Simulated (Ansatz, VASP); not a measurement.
One calculation of InAs, two programs

```
In As
1.0
     0.00000    2.96717    2.96717
     2.96717    0.00000    2.96717
     2.96717    2.96717    0.00000
In As
1 1
Direct
  0.00000 0.00000 0.00000
  0.25000 0.25000 0.25000
```

Change from the starting cell: volume scaled by 0.94, ions relaxed.

Alike in both runs: functional PBE; k mesh 13 × 13 × 13; occupations fermi-dirac, width 0.05 eV; no spin polarisation.

Ansatz relaxed the structure, and its values are those at the end. VASP's run is a single point on that final structure, the one shown.

|  | VASP | Ansatz |
| --- | --- | --- |
| version | VASP 6.6.1 | Ansatz 0.2.0 |
| potentials or method | VASP PAW PBE potentials, release 64 (In_d, As) | plane-wave PAW, scalar-relativistic |
| plane-wave cutoff (eV) | 520 | 420 |
| valence electrons in the cell | 18 | 28 |

```tsv
	VASP	Ansatz	Ansatz less VASP
pressure (GPa)	8.2	8.1	-0.09
```

VASP's potentials hold 18 valence electrons a cell and Ansatz's 28, so a difference there can come from the potentials and not from the codes. Ansatz's warnings: stress scf threshold loose.
